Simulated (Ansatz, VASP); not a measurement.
**Cr in VASP and in Ansatz**

File INCAR:

```
AGGAC = 1.0
AGGAX = 1.0
ALDAC = 0.0
ALDAX = 1.0
ALGO = Normal
EDIFF = 1E-6
ENCUT = 520
GGA = B5
ISIF = 2
ISMEAR = -1
LASPH = T
LCHARG = F
LREAL = F
LWAVE = F
NBANDS = 12
NELM = 60
PREC = Accurate
SIGMA = 0.1
```

The input KPOINTS:

```
k-points
0
Gamma
  17 17 17
```

POSCAR

```
Cr
1.0
    0.0000000000      1.7812269998      1.7812269998
    1.7812269998      0.0000000000      1.7812269998
    1.7812269998      1.7812269998      0.0000000000
Cr
1
Direct
    0.0000000000      0.0000000000      0.0000000000
```

Input for Ansatz:

```yaml
crystal:
  lattice:
    - [0.0, 1.7812269998, 1.7812269998]
    - [1.7812269998, 0.0, 1.7812269998]
    - [1.7812269998, 1.7812269998, 0.0]
  atoms:
    - { symbol: Cr, position: [0.0, 0.0, 0.0] }
hamiltonian:
  xc: blyp
  pseudopotentials:
    kind: paw
    azcp:
      Cr: "pseudopotentials/Cr.paw.azcp"
basis:
  ecutwfc: 420
  fft_grid_basis: typed
kpoints:
  mp_grid: { grid: [17, 17, 17], shift: [0, 0, 0] }
magnetization:
  spin_polarized: false
scf:
  occupations: { method: fermi_dirac, width: 0.1 }
  lower_state_search: "off"
output:
  stress: true
  write_density: true
  write_potential: true
  elf: true
  volumetric_format: npy
```

Alike in both runs: task single point; functional BLYP; k mesh 17 × 17 × 17; occupations fermi-dirac, width 0.1 eV; no spin polarisation.

```csv
,VASP,Ansatz
version,VASP 6.6.1,Ansatz 0.2.0
potentials or method,"VASP PAW PBE potentials, release 64 (Cr_pv), cutoff 520 eV","plane waves (420 eV) with PAW, scalar-relativistic"
valence electrons in the cell,12,14
```

Ansatz gave:

| Property | Result |
| --- | --- |
| pressure (GPa) | 21.4 |

**Question.** What did VASP give for the same quantities?

**Answer.** Pressure (GPa): 21.2.

VASP's potentials were made for PBE, not for BLYP. With one functional, cell and mesh, what is left measures potentials, basis and numerics. VASP's potentials hold 12 valence electrons a cell and Ansatz's 14, so a difference there can come from the potentials and not from the codes.
